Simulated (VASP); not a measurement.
# MoS2 (P6_3/mmc) in VASP: a series of runs

The runs below take MoS2 through single point, with PBEsol.

Everything below comes from runs of VASP 6.6.1. Logs are shortened: lines on timing, memory, paths and dates and some standing lists are left out, and cuts for length are marked.

## Step 1: The cell of the first run

The structure is hexagonal, space group P6_3/mmc (No. 194). Conventional cell: a = 3.146 Å, b = 3.146 Å, c = 14.040 Å, α = 90.00°, β = 90.00°, γ = 120.00°. Mo (site symmetry -6m2) has 6 S at 2.52 Å and 6 Mo at 3.15 Å within 3.3 Å. S (site symmetry 3m) has 3 Mo at 2.52 Å and 6 S at 3.15 Å within 3.3 Å.

## Step 2: Single point, PBEsol (20.06 Å³/atom)

INCAR reads:

```
SYSTEM = MoS2
PREC = Accurate
ENCUT = 520
EDIFF = 1E-6
ISMEAR = 1
SIGMA = 0.139
LREAL = .False.
LASPH = .True.
NELM = 100
ALGO = Normal
ISIF = 2
LWAVE = .False.
LCHARG = .False.
GGA = PS
NBANDS = 35
```

KPOINTS reads:

```
regular mesh
0
Gamma
  12 12 4
  0 0 0
```

POSCAR reads:

```
MoS2
1.0
    3.1460072776      0.0000000000      0.0000000000
   -1.5730036388      2.7245222228      0.0000000000
    0.0000000000      0.0000000000     14.0400012783
Mo S
2 4
Direct
    0.3333333333      0.6666666667      0.2500000000
    0.6666666667      0.3333333333      0.7500000000
    0.3333333333      0.6666666667      0.6259932117
    0.6666666667      0.3333333333      0.1259932117
    0.3333333333      0.6666666667      0.8740067883
    0.6666666667      0.3333333333      0.3740067883
```

Potentials or basis: VASP PAW PBE potentials, release 64 (Mo_sv, S).

Command:

```sh
cat potpaw_PBE.64/Mo_sv/POTCAR potpaw_PBE.64/S/POTCAR > POTCAR
mpirun -np 1 vasp_std > vasp.out
```

OUTCAR:

```text
SYSTEM = MoS2
   PREC = Accurate
   ENCUT = 520
   EDIFF = 1E-6
   ISMEAR = 1
   LREAL = .False.
   LASPH = .True.
   NELM = 100
   ISIF = 2
   GGA = PS

 ion  position               nearest neighbor table
   1  0.333  0.667  0.250-   4 2.52   6 2.52   4 2.52   6 2.52   4 2.52   6 2.52
   2  0.667  0.333  0.750-   3 2.52   5 2.52   3 2.52   5 2.52   3 2.52   5 2.52
   3  0.333  0.667  0.626-   2 2.52   2 2.52   2 2.52
   4  0.667  0.333  0.126-   1 2.52   1 2.52   1 2.52
   5  0.333  0.667  0.874-   2 2.52   2 2.52   2 2.52
   6  0.667  0.333  0.374-   1 2.52   1 2.52   1 2.52

  LATTYP: Found a hexagonal cell.
 ALAT       =     3.1460072776
 C/A-ratio  =     4.4627999999

  Lattice vectors:

 A1 = (   3.1460072776,   0.0000000000,   0.0000000000)
 A2 = (  -1.5730036388,   2.7245222228,   0.0000000000)
 A3 = (   0.0000000000,   0.0000000000,  14.0400012783)

Analysis of symmetry for initial positions (statically):
=====================================================================
 Subroutine PRICEL returns:
 Original cell was already a primitive cell.

 Routine SETGRP: Setting up the symmetry group for a
 hexagonal supercell.

 Subroutine GETGRP returns: Found 24 space group operations
 (whereof 12 operations were pure point group operations)
 out of a pool of 24 trial point group operations.

The static configuration has the point symmetry D_3d.
 The point group associated with its full space group is D_6h.

Analysis of symmetry for dynamics (positions and initial velocities):
=====================================================================
 Subroutine PRICEL returns:
 Original cell was already a primitive cell.

 Routine SETGRP: Setting up the symmetry group for a
 hexagonal supercell.

 Subroutine GETGRP returns: Found 24 space group operations
 (whereof 12 operations were pure point group operations)
 out of a pool of 24 trial point group operations.

The dynamic configuration has the point symmetry D_3d.
 The point group associated with its full space group is D_6h.

 Subroutine INISYM returns: Found 24 space group operations
 (whereof 12 operations are pure point group operations),
 and found     1 'primitive' translations

----------------------------------------------------------------------------------------

                                     Primitive cell

  volume of cell :     120.3420

  direct lattice vectors                    reciprocal lattice vectors
     3.146007278  0.000000000  0.000000000     0.317863219  0.183518415  0.000000000
    -1.573003639  2.724522223  0.000000000     0.000000000  0.367036830  0.000000000
     0.000000000  0.000000000 14.040001278     0.000000000  0.000000000  0.071225065

  length of vectors
     3.146007278  3.146007278 14.040001278     0.367036830  0.367036830  0.071225065

  position of ions in fractional coordinates (direct lattice)
     0.333333333  0.666666667  0.250000000
     0.666666667  0.333333333  0.750000000
     0.333333333  0.666666667  0.625993212
     0.666666667  0.333333333  0.125993212
     0.333333333  0.666666667  0.874006788
     0.666666667  0.333333333  0.374006788

  ion indices of the primitive-cell ions
   primitive index   ion index
                 1           1
                 2           2
                 3           3
                 4           4
                 5           5
                 6           6

----------------------------------------------------------------------------------------

 KPOINTS: regular mesh

Automatic generation of k-mesh.
 Grid dimensions read from file:
 generate k-points for:   12   12    4

 Generating k-lattice:

  Cartesian coordinates                     Fractional coordinates (reciprocal lattice)
     0.026488602  0.015293201  0.000000000     0.083333333  0.000000000  0.000000000
     0.000000000  0.030586403  0.000000000     0.000000000  0.083333333  0.000000000
     0.000000000  0.000000000  0.017806266     0.000000000  0.000000000  0.250000000

  Length of vectors
     0.030586403  0.030586403  0.017806266

  Shift w.r.t. Gamma in fractional coordinates (k-lattice)
     0.000000000  0.000000000  0.000000000

 Subroutine IBZKPT returns following result:
 ===========================================

 Found     57 irreducible k-points:

 Following reciprocal coordinates:
            Coordinates               Weight
  0.000000  0.000000  0.000000      1.000000
  0.083333  0.000000  0.000000      6.000000
  0.166667 -0.000000  0.000000      6.000000
  0.250000  0.000000  0.000000      6.000000
  0.333333  0.000000  0.000000      6.000000
  0.416667 -0.000000  0.000000      6.000000
[... 16 lines left out ...]
  0.250000  0.000000  0.250000     12.000000
  0.333333  0.000000  0.250000     12.000000
 [... further k-points ...]
   k-points           NKPTS =     57   k-points in BZ     NKDIM =     57   number of bands    NBANDS=     35
   number of dos      NEDOS =    301   number of ions     NIONS =      6
   total plane-waves  NPLWV =  62208
   dimension x,y,z NGX =    24 NGY =   24 NGZ =  108
   dimension x,y,z NGXF=    48 NGYF=   48 NGZF=  216
   ions per type =               2   4
   NGX,Y,Z   is equivalent  to a cutoff of  12.68, 12.68, 12.79 a.u.
   NGXF,Y,Z  is equivalent  to a cutoff of  25.36, 25.36, 25.58 a.u.
 SYSTEM =  MoS2
   PREC   = accura    normal or accurate (medium, high low for compatibility)
   ISTART =      0    job   : 0-new  1-cont  2-samecut
   ICHARG =      2    charge: 1-file 2-atom 10-const
   ISPIN  =      1    spin polarized calculation?
   LNONCOLLINEAR =      F non collinear calculations
   LSORBIT =      F    spin-orbit coupling
   LASPH  =      T    aspherical Exc in radial PAW
   ENCUT  =  520.0 eV  38.22 Ry    6.18 a.u.   5.85  5.85 26.11*2*pi/ulx,y,z
   NELM   =    100;   NELMIN=  2; NELMDL= -5     # of ELM steps
   EDIFF  = 0.1E-05   stopping-criterion for ELM
   LREAL  =      F    real-space projection
   EDIFFG = 0.1E-04   stopping-criterion for IOM
   NSW    =      0    number of steps for IOM
   IBRION =     -1    ionic relax: 0-MD 1-quasi-New 2-CG
   NFREE  =      0    steps in history (QN), initial steepest desc. (CG)
   ISIF   =      2    stress and relaxation
   ISYM   =      2    0-nonsym 1-usesym 2-fastsym
   POTIM  = 0.5000    time-step for ionic-motion
   TEBEG  =    0.0;   TEEND  =   0.0 temperature during run
   PSTRESS=    0.0 pullay stress
   NELECT =      52.0000    total number of electrons
   NUPDOWN=      -1.0000    fix difference up-down
   EMIN   =  10.00;   EMAX   =-10.00  energy-range for DOS
   EFERMI =   0.00;   METHOD = LEGACY
   ISMEAR =     1;   SIGMA  =   0.14  broadening in eV -4-tet -1-fermi 0-gaus
   EFERMI_NEDOS =   21; number of points for ismear=-14 and -15
   IALGO  =     38    algorithm
   IMIX   =      4    mixing-type and parameters
     AMIX     =   0.40;   BMIX     =  1.00
     AMIX_MAG =   1.60;   BMIX_MAG =  1.00
  volume/ion in A,a.u.               =      20.06       135.35
  Fermi-wavevector in a.u.,A,eV,Ry     =   1.237666  2.338850 20.841645  1.531818
  Thomas-Fermi vector in A             =   2.372224
   LORBIT       =      0    0 simple, 1 ext, 2 COOP (PROOUT), +10 PAW based schemes
   GGA     = PS    functional components
   LHFCALC =     F    Hartree Fock is set to
   AEXX    =    0.0000 exact exchange contribution
   IVDW    =     0    specifies the selected vdW correction
   LEPSILON=     F    determine dielectric tensor
   LRPA    =     F    only Hartree local field effects (RPA)
 non-spin polarized calculation
 Methfessel and Paxton  Order N= 1 SIGMA  =   0.14
  energy-cutoff  :      520.00
  volume of cell :      120.34
 maximum number of plane-waves:      3263
 NGX is ok and might be reduce to    24
   NGX = 11   NGY = 11   NGZ = 53

 number of electron      52.0000000 magnetization

 Free energy of the ion-electron system (eV)
  ---------------------------------------------------
  ext. energy  EPLUGINS =         0.00000000
  ---------------------------------------------------
  free energy    TOTEN  =       -45.77470536 eV

  energy without entropy =      -45.77676806  energy(sigma->0) =      -45.77539292

 E-fermi :   5.5320     XC(G=0): -10.3456

 val. band max:        5.5108288230   @ k =   0.3333   0.3333   0.0000
 cond. band min:       6.4761817933   @ k =   0.1667   0.1667   0.0000
 fundamental gap:      0.9653529703
 Fermi energy:         5.5320346982

 k-point     1 :       0.0000    0.0000    0.0000
  band No.  band energies     occupation
      1     -55.4408      2.00000
      2     -55.4408      2.00000
      3     -29.5922      2.00000
      4     -29.5921      2.00000
      5     -29.3116      2.00000
      6     -29.3116      2.00000
[... 27 lines left out ...]
     34       8.1475     -0.00000
     35      11.2372      0.00000

 k-point     2 :       0.0833    0.0000    0.0000
  band No.  band energies     occupation
      1     -55.4380      2.00000
      2     -55.4380      2.00000
      3     -29.5874      2.00000
      4     -29.5874      2.00000
      5     -29.3378      2.00000
      6     -29.3378      2.00000
[... 27 lines left out ...]
     34       8.2884     -0.00000
     35      11.6124      0.00000

 k-point     3 :       0.1667   -0.0000    0.0000
  band No.  band energies     occupation
      1     -55.4306      2.00000
      2     -55.4305      2.00000
      3     -29.5743      2.00000
      4     -29.5743      2.00000
      5     -29.4090      2.00000
      6     -29.4090      2.00000
[... 27 lines left out ...]
     34       8.5863      0.00000
     35      12.1514      0.00000

 k-point     4 :       0.2500    0.0000    0.0000
  band No.  band energies     occupation
      1     -55.4203      2.00000
      2     -55.4203      2.00000
      3     -29.5565      2.00000
      4     -29.5565      2.00000
      5     -29.5050      2.00000
      6     -29.5050      2.00000
[... 27 lines left out ...]
     34       8.8598      0.00000
     35      12.3574      0.00000

 k-point     5 :       0.3333    0.0000    0.0000
  band No.  band energies     occupation
      1     -55.4100      2.00000
      2     -55.4100      2.00000
      3     -29.5996      2.00000
      4     -29.5996      2.00000
      5     -29.5386      2.00000
      6     -29.5386      2.00000
[... 638 lines left out ...]
 k-point    22 :       0.1667   -0.0000    0.2500
  band No.  band energies     occupation
      1     -55.4305      2.00000
      2     -55.4305      2.00000
      3     -29.5743      2.00000
      4     -29.5743      2.00000
      5     -29.4090      2.00000
      6     -29.4090      2.00000
[... 27 lines left out ...]
     34       8.5787      0.00000
     35      12.2499      0.00000

 k-point    23 :       0.2500    0.0000    0.2500
  band No.  band energies     occupation
      1     -55.4203      2.00000
      2     -55.4203      2.00000
      3     -29.5565      2.00000
      4     -29.5565      2.00000
      5     -29.5050      2.00000
      6     -29.5050      2.00000
[... 27 lines left out ...]
     34       8.8474      0.00000
     35      12.4239      0.00000

 k-point    24 :       0.3333    0.0000    0.2500
  band No.  band energies     occupation
      1     -55.4100      2.00000
      2     -55.4100      2.00000
      3     -29.5996      2.00000
      4     -29.5996      2.00000
      5     -29.5386      2.00000
      6     -29.5386      2.00000
[... 27 lines left out ...]
     34       9.0161      0.00000
     35      12.1827      0.00000

 [... further k-points ...]

------------------------ aborting loop because EDIFF is reached ----------------------------------------

  FORCE on cell =-STRESS in cart. coord.  units (eV):
  Direction    XX          YY          ZZ          XY          YZ          ZX
  --------------------------------------------------------------------------------------
  -------------------------------------------------------------------------------------
  Total       -6.0052340     -6.0052340    -19.6700616      0.0000000      0.0000000      0.0000000
  in kB      -79.9508878    -79.9508878   -261.8780370      0.0000000      0.0000000      0.0000000
  external PRESSURE =    -140.5932709 kB  Pullay stress =       0.0000000 kB

 VOLUME and BASIS-vectors are now :
 -----------------------------------------------------------------------------
  energy-cutoff  :      520.00
  volume of cell :      120.34
      direct lattice vectors                 reciprocal lattice vectors
     3.146007278  0.000000000  0.000000000     0.317863219  0.183518415  0.000000000
    -1.573003639  2.724522223  0.000000000     0.000000000  0.367036830  0.000000000
     0.000000000  0.000000000 14.040001278     0.000000000  0.000000000  0.071225065

 POSITION                                       TOTAL-FORCE (eV/Angst)
 -----------------------------------------------------------------------------------
     -0.00000      1.81635      3.51000        -0.000000      0.000000     -0.000000
      1.57300      0.90817     10.53000         0.000000     -0.000000     -0.000000
     -0.00000      1.81635      8.78895         0.000000      0.000000      2.749098
      1.57300      0.90817      1.76894         0.000000     -0.000000      2.749098
     -0.00000      1.81635     12.27106        -0.000000      0.000000     -2.749098
      1.57300      0.90817      5.25106        -0.000000     -0.000000     -2.749098
 -----------------------------------------------------------------------------------
    total drift:                               -0.000000      0.000000     -0.000000

  FREE ENERGIE OF THE ION-ELECTRON SYSTEM (eV)
  ---------------------------------------------------
  free  energy   TOTEN  =       -45.7747053569 eV

  energy  without entropy=      -45.7767680570  energy(sigma->0) =      -45.77539292
```

Run time: 3 min. Hardware: 1 thread of AMD EPYC 7R13 (Zen 3), shared host; peak memory 0.32 GiB.

Results:

```yaml
Free_energy: -45.7747 eV
Pressure: -14.1 GPa
Largest_force: 2.749 eV/Å
Band_gap_on_the_k_mesh: 0.97 eV (least direct gap 1.68 eV)
```

Forces in eV/Å, atoms in the order of the input:
```
Mo   0.000  0.000  0.000
Mo   0.000  0.000  0.000
S    0.000  0.000  2.749
S    0.000  0.000  2.749
S    0.000  0.000 -2.749
S    0.000  0.000 -2.749
```

Caveat: the cell stands under tension; the PAW data sets were made with another functional, which shifts forces and pressure a little; this functional lacks dispersion, which binds the layers, so the pressure and a relaxed spacing across them are unreliable.

(Continued in part 2 of 2.)
